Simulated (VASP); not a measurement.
**LaAgS2: single point with r2SCAN**

Crystal: LaAgS2.

```xyz
4
Lattice="2.1300 1.2298 5.9292 -2.1300 1.2298 5.9292 0.0000 -2.4596 5.9292" Properties=species:S:1:pos:R:3 pbc="T T T"
Ag    2.1300    1.2298    5.9292
La    0.0000    0.0000    8.8939
S     0.0000    0.0000    4.4789
S     0.0000    0.0000   13.3088
```

```yaml
Program: VASP 6.6.1
Task: single point
Functional: r2SCAN
Potentials_or_basis: VASP PAW PBE potentials, release 64 (Ag, La, S)
Cutoff: 520 eV
k_mesh: 8 × 8 × 8
Occupations: gaussian, width 0.01 eV
Spin: no spin polarisation
```

- Pressure: -0.2 GPa
- Largest force: 0.008 eV/Å
- Band gap on the k mesh: 2.60 eV (least direct gap 2.62 eV)

Forces on the atoms (eV/Å):
```
Ag   0.000  0.000  0.000
La   0.000  0.000  0.000
S    0.000  0.000 -0.008
S    0.000  0.000  0.008
```

Levels at points of the mesh, in eV from the valence-band top:
```
           k point  band 14  band 15  band 16  band 17  band 18  band 19  band 20  band 21
(0.00, 0.00, 0.00)    -1.31    -1.14    -1.14    -0.61     2.93     3.36     3.46     3.46
(0.50, 0.00, 0.00)    -2.57    -2.18    -0.28    -0.15     2.93     3.35     3.57     3.63
(0.50, 0.50, 0.00)    -1.80    -1.21    -0.94    -0.48     2.60     3.39     3.53     3.61
(0.50, 0.50, 0.50)    -2.26    -2.12    -0.11    -0.11     3.11     3.20     3.20     3.46
```

Run time: 15 min on 1 thread of AMD EPYC 9R45 96-Core Processor (Zen 5), on a shared host, peak memory 0.46 GiB.

Caveat: the PAW data sets were made with another functional, which shifts forces and pressure a little; spin-orbit coupling is left out, which moves the levels of the heavy elements. A k mesh can miss the band edges.
